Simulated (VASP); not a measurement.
## N: single point with r2SCAN

N:

```
CELL_PARAMETERS angstrom
3.37061 0.00000 0.00000
-1.68530 2.91903 0.00000
0.00000 0.00000 7.19372
ATOMIC_POSITIONS crystal
N 0.33333 0.66667 0.32600
N 0.33333 0.66667 0.17400
N 0.66667 0.33333 0.82600
N 0.66667 0.33333 0.67400
```

This cell differs from its parent crystal: strain -5.9%.

| Item | Value |
| --- | --- |
| Program | VASP 6.6.1 |
| Task | single point |
| Functional | r2SCAN |
| Potentials or basis | VASP PAW PBE potentials, release 64 (N) |
| Cutoff | 520 eV |
| k mesh | 12 × 12 × 4 |
| Occupations | gaussian, width 0.01 eV |
| Spin | no spin polarisation |
| Dipole correction | no |
| Further INCAR settings | ALGO = Normal; EDIFF = 1e-07; NBANDS = 18 |

```yaml
Pressure: 4.8 GPa
Largest_force: 2.243 eV/Å
Band_gap_on_the_k_mesh: 7.20 eV (least direct gap 7.30 eV)
```

Forces on the atoms (eV/Å):
```
N    0.000  0.000  2.243
N    0.000  0.000 -2.243
N    0.000  0.000  2.243
N    0.000  0.000 -2.243
```

Stress tensor (GPa, compression positive):
```
 1.06  0.00  0.00
 0.00  1.06  0.00
 0.00  0.00 12.13
```

Levels at points of the mesh, in eV from the valence-band top:
| k point | band 6 | band 7 | band 8 | band 9 | band 10 | band 11 | band 12 | band 13 | band 14 | band 15 |
| --- | --- | --- | --- | --- | --- | --- | --- | --- | --- | --- |
| (0.00, 0.00, 0.00) | -1.46 | -1.46 | -1.38 | -1.38 | -0.05 | 9.08 | 9.08 | 9.45 | 9.45 | 12.54 |
| (0.50, 0.00, 0.00) | -2.58 | -1.75 | -1.59 | -0.64 | -0.11 | 7.20 | 8.08 | 8.56 | 9.36 | 14.28 |
| (0.00, 0.00, 0.50) | -1.42 | -1.42 | -1.42 | -0.78 | -0.78 | 9.26 | 9.26 | 9.26 | 9.26 | 12.48 |
| (0.50, 0.00, 0.50) | -2.57 | -1.67 | -1.67 | -0.43 | -0.43 | 7.67 | 7.67 | 8.95 | 8.95 | 15.13 |

Wall time 8.6 min on 1 thread of Oxide Virtual Turin-like Processor, on a shared host, peak memory 0.19 GiB.

Caveat: the cell differs from its parent crystal (strain -5.9%); the standard files for N, O and F lose accuracy on very short bonds; the stress differs along the axes, from 1 to 12 GPa; the PAW data sets were made with another functional, which shifts forces and pressure a little. A k mesh can miss the band edges.
